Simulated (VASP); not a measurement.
# ZnCd2Se3 (P-3m1) in VASP: single point with PBE

Aim: the single point of ZnCd2Se3 with PBE.

Program: VASP 6.6.1. These are calculated values, not measurements. Logs are shortened: lines on timing, memory, paths and dates and some standing lists are left out, and cuts for length are marked.

### Step 1. The cell of the first run

It takes space group P-3m1 (No. 164, trigonal). Conventional cell: a = 6.718 Å, b = 6.718 Å, c = 4.356 Å, α = 90.00°, β = 90.00°, γ = 120.00°. Zn (site symmetry -3m) has 6 Se at 3.36 Å and 6 Cd at 3.93 Å and 2 Zn at 4.36 Å within 4.4 Å. Cd (site symmetry 3m) has 3 Se at 2.04 Å within 2.7 Å. Within 2.7 Å of Se (site symmetry 2/m) lie 2 Cd at 2.04 Å.

### Step 2. Single point, PBE

The input, INCAR:

```
SYSTEM = ZnCd2Se3
PREC = Accurate
ENCUT = 520
EDIFF = 1E-6
ISMEAR = 0
SIGMA = 0.1
LREAL = .False.
LASPH = .True.
NELM = 60
ALGO = Normal
ISIF = 2
LWAVE = .False.
LCHARG = .True.
GGA = PE
LELF = .True.
LVHAR = .True.
NBANDS = 36
```

The input, KPOINTS:

```
regular mesh
0
Gamma
  3 3 4
  0 0 0
```

The input, POSCAR:

```
ZnCd2Se3
1.0
    6.7183286700      0.0000000000      0.0000000000
   -3.3591643300      5.8182433000      0.0000000000
    0.0000000000      0.0000000000      4.3564859300
Zn Cd Se
1 2 3
Direct
    0.0000000000      0.0000000000      0.5000000000
    0.3333333300      0.6666666700      0.6450252900
    0.6666666700      0.3333333300      0.3549747100
    0.5000000000      0.0000000000      0.5000000000
    0.0000000000      0.5000000000      0.5000000000
    0.5000000000      0.5000000000      0.5000000000
```

Potentials or basis: VASP PAW PBE potentials, release 64 (Zn, Cd, Se).

Started as:

```
$ cat potpaw_PBE.64/Zn/POTCAR potpaw_PBE.64/Cd/POTCAR potpaw_PBE.64/Se/POTCAR > POTCAR
$ mpirun -np 1 vasp_std > vasp.out
```

OUTCAR:

```text
SYSTEM = ZnCd2Se3
   PREC = Accurate
   ENCUT = 520
   EDIFF = 1E-6
   ISMEAR = 0
   LREAL = .False.
   LASPH = .True.
   NELM = 60
   ISIF = 2
   GGA = PE

 ion  position               nearest neighbor table
   1  0.000  0.000  0.500-
   2  0.333  0.667  0.645-   4 2.04   5 2.04   6 2.04
   3  0.667  0.333  0.355-   4 2.04   5 2.04   6 2.04
   4  0.500  0.000  0.500-   2 2.04   3 2.04
   5  0.000  0.500  0.500-   2 2.04   3 2.04
   6  0.500  0.500  0.500-   2 2.04   3 2.04

  LATTYP: Found a hexagonal cell.
 ALAT       =     6.7183286700
 C/A-ratio  =     0.6484478721

  Lattice vectors:

 A1 = (   6.7183286700,   0.0000000000,   0.0000000000)
 A2 = (  -3.3591643300,   5.8182433000,   0.0000000000)
 A3 = (   0.0000000000,   0.0000000000,   4.3564859300)

Analysis of symmetry for initial positions (statically):
=====================================================================
 Subroutine PRICEL returns:
 Original cell was already a primitive cell.

 Routine SETGRP: Setting up the symmetry group for a
 hexagonal supercell.

 Subroutine GETGRP returns: Found 12 space group operations
 (whereof 12 operations were pure point group operations)
 out of a pool of 24 trial point group operations.

The static configuration has the point symmetry D_3d.

Analysis of symmetry for dynamics (positions and initial velocities):
=====================================================================
 Subroutine PRICEL returns:
 Original cell was already a primitive cell.

 Routine SETGRP: Setting up the symmetry group for a
 hexagonal supercell.

 Subroutine GETGRP returns: Found 12 space group operations
 (whereof 12 operations were pure point group operations)
 out of a pool of 24 trial point group operations.

The dynamic configuration has the point symmetry D_3d.

 Subroutine INISYM returns: Found 12 space group operations
 (whereof 12 operations are pure point group operations),
 and found     1 'primitive' translations

----------------------------------------------------------------------------------------

                                     Primitive cell

  volume of cell :     170.2901

  direct lattice vectors                    reciprocal lattice vectors
     6.718328670  0.000000000  0.000000000     0.148846543  0.085936592  0.000000000
    -3.359164330  5.818243300  0.000000000     0.000000000  0.171873184  0.000000000
     0.000000000  0.000000000  4.356485930     0.000000000  0.000000000  0.229542805

  length of vectors
     6.718328670  6.718328668  4.356485930     0.171873184  0.171873184  0.229542805

  position of ions in fractional coordinates (direct lattice)
     0.000000000  0.000000000  0.500000000
     0.333333330  0.666666670  0.645025290
     0.666666670  0.333333330  0.354974710
     0.500000000  0.000000000  0.500000000
     0.000000000  0.500000000  0.500000000
     0.500000000  0.500000000  0.500000000

  ion indices of the primitive-cell ions
   primitive index   ion index
                 1           1
                 2           2
                 3           3
                 4           4
                 5           5
                 6           6

----------------------------------------------------------------------------------------

 KPOINTS: regular mesh

Automatic generation of k-mesh.
 Grid dimensions read from file:
 generate k-points for:    3    3    4

 Generating k-lattice:

  Cartesian coordinates                     Fractional coordinates (reciprocal lattice)
     0.049615514  0.028645531  0.000000000     0.333333333  0.000000000  0.000000000
     0.000000000  0.057291061  0.000000000     0.000000000  0.333333333  0.000000000
     0.000000000  0.000000000  0.057385701     0.000000000  0.000000000  0.250000000

  Length of vectors
     0.057291061  0.057291061  0.057385701

  Shift w.r.t. Gamma in fractional coordinates (k-lattice)
     0.000000000  0.000000000  0.000000000

 Subroutine IBZKPT returns following result:
 ===========================================

 Found     10 irreducible k-points:

 Following reciprocal coordinates:
            Coordinates               Weight
  0.000000  0.000000  0.000000      1.000000
  0.333333  0.000000  0.000000      6.000000
  0.333333  0.333333  0.000000      2.000000
  0.000000  0.000000  0.250000      2.000000
  0.333333  0.000000  0.250000      6.000000
  0.000000  0.333333  0.250000      6.000000
  0.333333  0.333333  0.250000      4.000000
  0.000000  0.000000  0.500000      1.000000
  0.333333  0.000000  0.500000      6.000000
  0.333333  0.333333  0.500000      2.000000
   k-points           NKPTS =     10   k-points in BZ     NKDIM =     10   number of bands    NBANDS=     36
   number of dos      NEDOS =    301   number of ions     NIONS =      6
   total plane-waves  NPLWV =  80000
   dimension x,y,z NGX =    50 NGY =   50 NGZ =   32
   dimension x,y,z NGXF=   100 NGYF=  100 NGZF=   64
   ions per type =               1   2   3
   NGX,Y,Z   is equivalent  to a cutoff of  12.37, 12.37, 12.21 a.u.
   NGXF,Y,Z  is equivalent  to a cutoff of  24.75, 24.75, 24.42 a.u.
 SYSTEM =  ZnCd2Se3
   PREC   = accura    normal or accurate (medium, high low for compatibility)
   ISTART =      0    job   : 0-new  1-cont  2-samecut
   ICHARG =      2    charge: 1-file 2-atom 10-const
   ISPIN  =      1    spin polarized calculation?
   LNONCOLLINEAR =      F non collinear calculations
   LSORBIT =      F    spin-orbit coupling
   LASPH  =      T    aspherical Exc in radial PAW
   ENCUT  =  520.0 eV  38.22 Ry    6.18 a.u.  12.49 12.49  8.10*2*pi/ulx,y,z
   NELM   =     60;   NELMIN=  2; NELMDL= -5     # of ELM steps
   EDIFF  = 0.1E-05   stopping-criterion for ELM
   LREAL  =      F    real-space projection
   EDIFFG = 0.1E-04   stopping-criterion for IOM
   NSW    =      0    number of steps for IOM
   IBRION =     -1    ionic relax: 0-MD 1-quasi-New 2-CG
   NFREE  =      0    steps in history (QN), initial steepest desc. (CG)
   ISIF   =      2    stress and relaxation
   ISYM   =      2    0-nonsym 1-usesym 2-fastsym
   POTIM  = 0.5000    time-step for ionic-motion
   TEBEG  =    0.0;   TEEND  =   0.0 temperature during run
   PSTRESS=    0.0 pullay stress
   NELECT =      54.0000    total number of electrons
   NUPDOWN=      -1.0000    fix difference up-down
   EMIN   =  10.00;   EMAX   =-10.00  energy-range for DOS
   EFERMI =   0.00;   METHOD = LEGACY
   ISMEAR =     0;   SIGMA  =   0.10  broadening in eV -4-tet -1-fermi 0-gaus
   EFERMI_NEDOS =   21; number of points for ismear=-14 and -15
   IALGO  =     38    algorithm
   IMIX   =      4    mixing-type and parameters
     AMIX     =   0.40;   BMIX     =  1.00
     AMIX_MAG =   1.60;   BMIX_MAG =  1.00
  volume/ion in A,a.u.               =      28.38       191.53
  Fermi-wavevector in a.u.,A,eV,Ry     =   1.116374  2.109640 16.956809  1.246290
  Thomas-Fermi vector in A             =   2.252987
   LORBIT       =      0    0 simple, 1 ext, 2 COOP (PROOUT), +10 PAW based schemes
   GGA     = PE    functional components
   LHFCALC =     F    Hartree Fock is set to
   AEXX    =    0.0000 exact exchange contribution
   IVDW    =     0    specifies the selected vdW correction
   LEPSILON=     F    determine dielectric tensor
   LRPA    =     F    only Hartree local field effects (RPA)
 non-spin polarized calculation
 Gauss-broadening in eV      SIGMA  =   0.10
  energy-cutoff  :      520.00
  volume of cell :      170.29
 maximum number of plane-waves:      4624
 NGX is ok and might be reduce to    50
   NGX = 25   NGY = 25   NGZ = 17

 number of electron      54.0000012 magnetization

 Free energy of the ion-electron system (eV)
  ---------------------------------------------------
  ext. energy  EPLUGINS =         0.00000000
  ---------------------------------------------------
  free energy    TOTEN  =         2.12890437 eV

  energy without entropy =        2.16075644  energy(sigma->0) =        2.14483041

 E-fermi :   1.5421     XC(G=0):  -8.4238

 val. band max:        1.4810258593   @ k =   0.3333   0.0000   0.5000
 cond. band min:       1.5572422872   @ k =   0.3333   0.0000   0.0000
 fundamental gap:      0.0762164278
 Fermi energy:         1.5421292696

 k-point     1 :       0.0000    0.0000    0.0000
  band No.  band energies     occupation
      1     -13.9629      2.00000
      2     -13.4785      2.00000
      3     -13.4785      2.00000
      4     -10.6163      2.00000
      5     -10.6163      2.00000
      6      -9.7629      2.00000
[... 28 lines left out ...]
     35       7.3806      0.00000
     36       7.3818      0.00000

 k-point     2 :       0.3333    0.0000    0.0000
  band No.  band energies     occupation
      1     -13.8526      2.00000
      2     -13.5739      2.00000
      3     -13.4790      2.00000
      4     -10.5804      2.00000
      5     -10.4427      2.00000
      6      -9.9549      2.00000
[... 28 lines left out ...]
     35       7.9243      0.00000
     36       8.0150      0.00000

 k-point     3 :       0.3333    0.3333    0.0000
  band No.  band energies     occupation
      1     -13.7088      2.00000
      2     -13.7088      2.00000
      3     -13.4805      2.00000
      4     -10.5476      2.00000
      5     -10.2075      2.00000
      6     -10.2075      2.00000
[... 28 lines left out ...]
     35       8.7710      0.00000
     36       8.7710      0.00000
[... 196 lines left out ...]
 k-point     9 :       0.3333    0.0000    0.5000
  band No.  band energies     occupation
      1     -13.7862      2.00000
      2     -13.5341      2.00000
      3     -13.4488      2.00000
      4     -10.5823      2.00000
      5     -10.4420      2.00000
      6      -9.9582      2.00000
[... 28 lines left out ...]
     35       7.8186      0.00000
     36       8.2371      0.00000

 k-point    10 :       0.3333    0.3333    0.5000
  band No.  band energies     occupation
      1     -13.6558      2.00000
      2     -13.6558      2.00000
      3     -13.4500      2.00000
      4     -10.5528      2.00000
      5     -10.2084      2.00000
      6     -10.2084      2.00000
[... 28 lines left out ...]
     35       7.7506      0.00000
     36       9.4516      0.00000

------------------------ aborting loop because EDIFF is reached ----------------------------------------

  FORCE on cell =-STRESS in cart. coord.  units (eV):
  Direction    XX          YY          ZZ          XY          YZ          ZX
  --------------------------------------------------------------------------------------
  -------------------------------------------------------------------------------------
  Total       66.6116622     66.6116622     12.1189174      0.0000001     -0.0000000      0.0000000
  in kB      626.7169101    626.7169103    114.0210318      0.0000005     -0.0000000      0.0000000
  external PRESSURE =     455.8182841 kB  Pullay stress =       0.0000000 kB

 VOLUME and BASIS-vectors are now :
 -----------------------------------------------------------------------------
  energy-cutoff  :      520.00
  volume of cell :      170.29
      direct lattice vectors                 reciprocal lattice vectors
     6.718328670  0.000000000  0.000000000     0.148846543  0.085936592  0.000000000
    -3.359164330  5.818243300  0.000000000     0.000000000  0.171873184  0.000000000
     0.000000000  0.000000000  4.356485930     0.000000000  0.000000000  0.229542805

 POSITION                                       TOTAL-FORCE (eV/Angst)
 -----------------------------------------------------------------------------------
      0.00000      0.00000      2.17824        -0.000000      0.000000      0.000000
     -0.00000      3.87883      2.81004         0.000000     -0.000000      9.520159
      3.35916      1.93941      1.54644        -0.000000      0.000000     -9.520159
      3.35916      0.00000      2.17824        -0.000000      0.000000      0.000000
     -1.67958      2.90912      2.17824        -0.000000      0.000000      0.000000
      1.67958      2.90912      2.17824        -0.000000      0.000000      0.000000
 -----------------------------------------------------------------------------------
    total drift:                               -0.000000      0.000000     -0.000000

  FREE ENERGIE OF THE ION-ELECTRON SYSTEM (eV)
  ---------------------------------------------------
  free  energy   TOTEN  =         2.1289043737 eV

  energy  without entropy=        2.1607564444  energy(sigma->0) =        2.14483041
```

Wall time 58 s (1 thread of Intel Xeon Platinum 8488C (Sapphire Rapids), shared host); peak memory 0.29 GiB.

What came out:

```yaml
Free_energy: 2.1289 eV
Pressure: 45.6 GPa
Largest_force: 9.520 eV/Å
Band_gap_on_the_k_mesh: zero (band 27 reaches 2.00 eV, above the bottom of band 28 at 1.56 eV)
```

Forces in eV/Å, atoms in the order of the input:
```
Zn   0.000  0.000  0.000
Cd   0.000  0.000  9.520
Cd   0.000  0.000 -9.520
Se   0.000  0.000  0.000
Se   0.000  0.000  0.000
Se   0.000  0.000  0.000
```

Stress tensor (GPa, compression positive):
```
62.67  0.00  0.00
 0.00 62.67  0.00
 0.00  0.00 11.40
```

Levels at points of the mesh, in eV from the Fermi level:
| k point | band 24 | band 25 | band 26 | band 27 | band 28 | band 29 | band 30 | band 31 |
| --- | --- | --- | --- | --- | --- | --- | --- | --- |
| (0.00, 0.00, 0.00) | -1.19 | -1.19 | -0.88 | 0.35 | 0.35 | 0.99 | 4.93 | 5.09 |
| (0.00, 0.00, 0.50) | -1.89 | -1.52 | -0.80 | 0.46 | 0.46 | 0.50 | 2.61 | 4.25 |

Caveat: the k points lie up to 0.36 Å⁻¹ apart; forces of over 1 eV/Å act on the atoms, so gaps and moduli don't describe the material at rest.
